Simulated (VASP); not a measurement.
# GeCl3 (I4/mmm) in VASP: single point with PBE

Aim: the single point of GeCl3 with PBE.

Everything below comes from runs of VASP 6.6.1. Logs are shortened: lines on timing, memory, paths and dates and some standing lists are left out, and cuts for length are marked.

### Step 1. The cell of the first run

Symmetry: I4/mmm, No. 139, tetragonal system. The conventional cell has a = 6.219 Å, b = 6.219 Å, c = 5.125 Å, α = 90.00°, β = 90.00°, γ = 90.00°. Ge (site symmetry 4/mmm) has 10 Cl at 2.56 to 3.36 Å within 3.4 Å. Within 3.4 Å of Cl (site symmetry -4m2) lie 6 Cl at 2.56 to 3.36 Å and 4 Ge at 3.36 Å. Cl (site symmetry 4/mmm) has 2 Ge at 2.56 Å and 8 Cl at 3.36 Å within 3.4 Å.

The cell was generated, and may not be a known phase.

### Step 2. Single point, PBE

INCAR

```
SYSTEM = GeCl3
PREC = Accurate ; ENCUT = 520
EDIFF = 1E-6 ; ISMEAR = 0
SIGMA = 0.1 ; LREAL = .False.
LASPH = .True. ; NELM = 100
ALGO = Normal ; ISIF = 2
LWAVE = .False. ; LCHARG = .False.
GGA = PE ; NBANDS = 26
```

KPOINTS

```
Automatic mesh
0
Gamma
  12 12 12
  0 0 0
```

POSCAR

```
GeCl3
1.0
   -3.1096439836      3.1096439836      2.5626740484
    3.1096439836     -3.1096439836      2.5626740484
    3.1096439836      3.1096439836     -2.5626740484
Ge Cl
1 3
Direct
    0.5000000000      0.5000000000      0.0000000000
    0.7500000000      0.2500000000      0.5000000000
    0.2500000000      0.7500000000      0.5000000000
    0.0000000000      0.0000000000      0.0000000000
```

Potentials or basis: VASP PAW PBE potentials, release 64 (Ge_d, Cl).

Launch:

```bash
$ cat potpaw_PBE.64/Ge_d/POTCAR potpaw_PBE.64/Cl/POTCAR > POTCAR
$ mpirun -np 1 vasp_std > vasp.out
```

OUTCAR:

```text
SYSTEM = GeCl3
   PREC = Accurate
   ENCUT = 520
   EDIFF = 1E-6
   ISMEAR = 0
   LREAL = .False.
   LASPH = .True.
   NELM = 100
   ISIF = 2
   GGA = PE

 ion  position               nearest neighbor table
   1  0.500  0.500  0.000-   4 2.56   4 2.56
   2  0.750  0.250  0.500-   3 2.56   3 2.56
   3  0.250  0.750  0.500-   2 2.56   2 2.56
   4  0.000  0.000  0.000-   1 2.56   1 2.56

  LATTYP: Found a body centered tetragonal cell.
 ALAT       =     6.2192879672
 C/A-ratio  =     0.8241052873

  Lattice vectors:

 A1 = (  -3.1096439836,   3.1096439836,   2.5626740484)
 A2 = (   3.1096439836,  -3.1096439836,   2.5626740484)
 A3 = (   3.1096439836,   3.1096439836,  -2.5626740484)

Analysis of symmetry for initial positions (statically):
=====================================================================
 Subroutine PRICEL returns:
 Original cell was already a primitive cell.

 Routine SETGRP: Setting up the symmetry group for a
 body centered tetragonal supercell.

 Subroutine GETGRP returns: Found 16 space group operations
 (whereof 16 operations were pure point group operations)
 out of a pool of 16 trial point group operations.

The static configuration has the point symmetry D_4h.

Analysis of symmetry for dynamics (positions and initial velocities):
=====================================================================
 Subroutine PRICEL returns:
 Original cell was already a primitive cell.

 Routine SETGRP: Setting up the symmetry group for a
 body centered tetragonal supercell.

 Subroutine GETGRP returns: Found 16 space group operations
 (whereof 16 operations were pure point group operations)
 out of a pool of 16 trial point group operations.

The dynamic configuration has the point symmetry D_4h.

 Subroutine INISYM returns: Found 16 space group operations
 (whereof 16 operations are pure point group operations),
 and found     1 'primitive' translations

----------------------------------------------------------------------------------------

                                     Primitive cell

  volume of cell :      99.1231

  direct lattice vectors                    reciprocal lattice vectors
    -3.109643984  3.109643984  2.562674048     0.000000000  0.160790111  0.195108699
     3.109643984 -3.109643984  2.562674048     0.160790111  0.000000000  0.195108699
     3.109643984  3.109643984 -2.562674048     0.160790111  0.160790111  0.000000000

  length of vectors
     5.089898790  5.089898790  5.089898790     0.252825758  0.252825758  0.227391555

  position of ions in fractional coordinates (direct lattice)
     0.500000000  0.500000000  0.000000000
     0.750000000  0.250000000  0.500000000
     0.250000000  0.750000000  0.500000000
     0.000000000  0.000000000  0.000000000

  ion indices of the primitive-cell ions
   primitive index   ion index
                 1           1
                 2           2
                 3           3
                 4           4

----------------------------------------------------------------------------------------

 KPOINTS: Automatic mesh

Automatic generation of k-mesh.
 Grid dimensions read from file:
 generate k-points for:   12   12   12

 Generating k-lattice:

  Cartesian coordinates                     Fractional coordinates (reciprocal lattice)
     0.000000000  0.013399176  0.016259058     0.083333333 -0.000000000  0.000000000
     0.013399176  0.000000000  0.016259058    -0.000000000  0.083333333  0.000000000
     0.013399176  0.013399176  0.000000000     0.000000000  0.000000000  0.083333333

  Length of vectors
     0.021068813  0.021068813  0.018949296

  Shift w.r.t. Gamma in fractional coordinates (k-lattice)
     0.000000000  0.000000000  0.000000000

 Subroutine IBZKPT returns following result:
 ===========================================

 Found    163 irreducible k-points:

 Following reciprocal coordinates:
            Coordinates               Weight
  0.000000  0.000000  0.000000      1.000000
  0.083333  0.000000  0.000000      8.000000
  0.166667  0.000000 -0.000000      8.000000
  0.250000  0.000000 -0.000000      8.000000
  0.333333  0.000000  0.000000      8.000000
  0.416667 -0.000000  0.000000      8.000000
[... 16 lines left out ...]
  0.500000  0.166667 -0.000000     16.000000
 -0.416667  0.166667 -0.000000     16.000000
 [... further k-points ...]
   k-points           NKPTS =    163   k-points in BZ     NKDIM =    163   number of bands    NBANDS=     26
   number of dos      NEDOS =    301   number of ions     NIONS =      4
   total plane-waves  NPLWV =  64000
   dimension x,y,z NGX =    40 NGY =   40 NGZ =   40
   dimension x,y,z NGXF=    80 NGYF=   80 NGZF=   80
   ions per type =               1   3
   NGX,Y,Z   is equivalent  to a cutoff of  13.06, 13.06, 13.06 a.u.
   NGXF,Y,Z  is equivalent  to a cutoff of  26.13, 26.13, 26.13 a.u.
 SYSTEM =  GeCl3
   PREC   = accura    normal or accurate (medium, high low for compatibility)
   ISTART =      0    job   : 0-new  1-cont  2-samecut
   ICHARG =      2    charge: 1-file 2-atom 10-const
   ISPIN  =      1    spin polarized calculation?
   LNONCOLLINEAR =      F non collinear calculations
   LSORBIT =      F    spin-orbit coupling
   LASPH  =      T    aspherical Exc in radial PAW
   ENCUT  =  520.0 eV  38.22 Ry    6.18 a.u.   9.46  9.46  9.46*2*pi/ulx,y,z
   NELM   =    100;   NELMIN=  2; NELMDL= -5     # of ELM steps
   EDIFF  = 0.1E-05   stopping-criterion for ELM
   LREAL  =      F    real-space projection
   EDIFFG = 0.1E-04   stopping-criterion for IOM
   NSW    =      0    number of steps for IOM
   IBRION =     -1    ionic relax: 0-MD 1-quasi-New 2-CG
   NFREE  =      0    steps in history (QN), initial steepest desc. (CG)
   ISIF   =      2    stress and relaxation
   ISYM   =      2    0-nonsym 1-usesym 2-fastsym
   POTIM  = 0.5000    time-step for ionic-motion
   TEBEG  =    0.0;   TEEND  =   0.0 temperature during run
   PSTRESS=    0.0 pullay stress
   NELECT =      35.0000    total number of electrons
   NUPDOWN=      -1.0000    fix difference up-down
   EMIN   =  10.00;   EMAX   =-10.00  energy-range for DOS
   EFERMI =   0.00;   METHOD = LEGACY
   ISMEAR =     0;   SIGMA  =   0.10  broadening in eV -4-tet -1-fermi 0-gaus
   EFERMI_NEDOS =   21; number of points for ismear=-14 and -15
   IALGO  =     38    algorithm
   IMIX   =      4    mixing-type and parameters
     AMIX     =   0.40;   BMIX     =  1.00
     AMIX_MAG =   1.60;   BMIX_MAG =  1.00
  volume/ion in A,a.u.               =      24.78       167.23
  Fermi-wavevector in a.u.,A,eV,Ry     =   1.157105  2.186611 18.216718  1.338891
  Thomas-Fermi vector in A             =   2.293719
   LORBIT       =      0    0 simple, 1 ext, 2 COOP (PROOUT), +10 PAW based schemes
   GGA     = PE    functional components
   LHFCALC =     F    Hartree Fock is set to
   AEXX    =    0.0000 exact exchange contribution
   IVDW    =     0    specifies the selected vdW correction
   LEPSILON=     F    determine dielectric tensor
   LRPA    =     F    only Hartree local field effects (RPA)
 non-spin polarized calculation
 Gauss-broadening in eV      SIGMA  =   0.10
  energy-cutoff  :      520.00
  volume of cell :       99.12
 maximum number of plane-waves:      2710
 NGX is ok and might be reduce to    40
   NGX = 19   NGY = 19   NGZ = 19

 number of electron      35.0000002 magnetization

 Free energy of the ion-electron system (eV)
  ---------------------------------------------------
  ext. energy  EPLUGINS =         0.00000000
  ---------------------------------------------------
  free energy    TOTEN  =       -10.49819827 eV

  energy without entropy =      -10.48909151  energy(sigma->0) =      -10.49364489

 E-fermi :   2.6632     XC(G=0):  -8.8655

 val. band max:        2.6600539761   @ k =   0.5000   0.2500  -0.0000
 cond. band min:       2.6662389449   @ k =   0.4167   0.3333   0.0000
 fundamental gap:      0.0061849688
 Fermi energy:         2.6632309333

 k-point     1 :       0.0000    0.0000    0.0000
  band No.  band energies     occupation
      1     -23.7016      2.00000
      2     -23.6990      2.00000
      3     -23.6168      2.00000
      4     -23.6168      2.00000
      5     -23.6014      2.00000
      6     -13.4495      2.00000
[... 18 lines left out ...]
     25      11.3791      0.00000
     26      11.3791      0.00000

 k-point     2 :       0.0833    0.0000    0.0000
  band No.  band energies     occupation
      1     -23.7016      2.00000
      2     -23.6990      2.00000
      3     -23.6169      2.00000
      4     -23.6168      2.00000
      5     -23.6012      2.00000
      6     -13.4162      2.00000
[... 18 lines left out ...]
     25      11.3113      0.00000
     26      11.3902      0.00000

 k-point     3 :       0.1667    0.0000   -0.0000
  band No.  band energies     occupation
      1     -23.7016      2.00000
      2     -23.6990      2.00000
      3     -23.6169      2.00000
      4     -23.6169      2.00000
      5     -23.6008      2.00000
      6     -13.3178      2.00000
[... 18 lines left out ...]
     25      11.4895      0.00000
     26      11.5218      0.00000

 k-point     4 :       0.2500    0.0000   -0.0000
  band No.  band energies     occupation
      1     -23.7016      2.00000
      2     -23.6990      2.00000
      3     -23.6169      2.00000
      4     -23.6169      2.00000
      5     -23.6002      2.00000
      6     -13.1586      2.00000
[... 18 lines left out ...]
     25      11.7728      0.00000
     26      11.9121      0.00000
[... 496 lines left out ...]
      1     -23.7015      2.00000
      2     -23.6990      2.00000
      3     -23.6169      2.00000
      4     -23.6169      2.00000
      5     -23.5992      2.00000
      6     -12.5836      2.00000
[... 18 lines left out ...]
     25      11.8106      0.00000
     26      12.5996      0.00000

 k-point    23 :       0.5000    0.1667   -0.0000
  band No.  band energies     occupation
      1     -23.7015      2.00000
      2     -23.6990      2.00000
      3     -23.6169      2.00000
      4     -23.6168      2.00000
      5     -23.5996      2.00000
      6     -12.8326      2.00000
[... 18 lines left out ...]
     25      11.6163      0.00000
     26      12.2123      0.00000

 k-point    24 :      -0.4167    0.1667   -0.0000
  band No.  band energies     occupation
      1     -23.7015      2.00000
      2     -23.6990      2.00000
      3     -23.6169      2.00000
      4     -23.6168      2.00000
      5     -23.6002      2.00000
      6     -13.0493      2.00000
[... 18 lines left out ...]
     25      11.4100      0.00000
     26      11.8364      0.00000

 [... further k-points ...]

------------------------ aborting loop because EDIFF is reached ----------------------------------------

  FORCE on cell =-STRESS in cart. coord.  units (eV):
  Direction    XX          YY          ZZ          XY          YZ          ZX
  --------------------------------------------------------------------------------------
  -------------------------------------------------------------------------------------
  Total       -0.0428419     -0.0428419     -0.0365994      0.0000000      0.0000000      0.0000000
  in kB       -0.6924757     -0.6924757     -0.5915749      0.0000000      0.0000000      0.0000000
  external PRESSURE =      -0.6588421 kB  Pullay stress =       0.0000000 kB

 VOLUME and BASIS-vectors are now :
 -----------------------------------------------------------------------------
  energy-cutoff  :      520.00
  volume of cell :       99.12
      direct lattice vectors                 reciprocal lattice vectors
    -3.109643984  3.109643984  2.562674048     0.000000000  0.160790111  0.195108699
     3.109643984 -3.109643984  2.562674048     0.160790111  0.000000000  0.195108699
     3.109643984  3.109643984 -2.562674048     0.160790111  0.160790111  0.000000000

 POSITION                                       TOTAL-FORCE (eV/Angst)
 -----------------------------------------------------------------------------------
      0.00000      0.00000      2.56267        -0.000000      0.000000     -0.000000
      0.00000      3.10964      1.28134         0.000000      0.000000      0.000000
      3.10964      0.00000      1.28134        -0.000000     -0.000000      0.000000
      0.00000      0.00000      0.00000        -0.000000      0.000000     -0.000000
 -----------------------------------------------------------------------------------
    total drift:                               -0.000000     -0.000000      0.000000

  FREE ENERGIE OF THE ION-ELECTRON SYSTEM (eV)
  ---------------------------------------------------
  free  energy   TOTEN  =       -10.4981982706 eV

  energy  without entropy=      -10.4890915138  energy(sigma->0) =      -10.49364489
```

Run time: 7 min. Hardware: 1 thread of Intel Xeon Platinum 8259CL at 2.50GHz (Skylake/Cascade Lake), shared host; peak memory 0.49 GiB.

Results:

```yaml
Free_energy: -10.4982 eV
Pressure: -0.1 GPa
Band_gap_on_the_k_mesh: zero (an odd number of electrons rules out a gap without spin polarisation)
```

Caveat: an odd number of electrons without spin polarisation forces a metal; a magnetic or distorted state may lie lower.
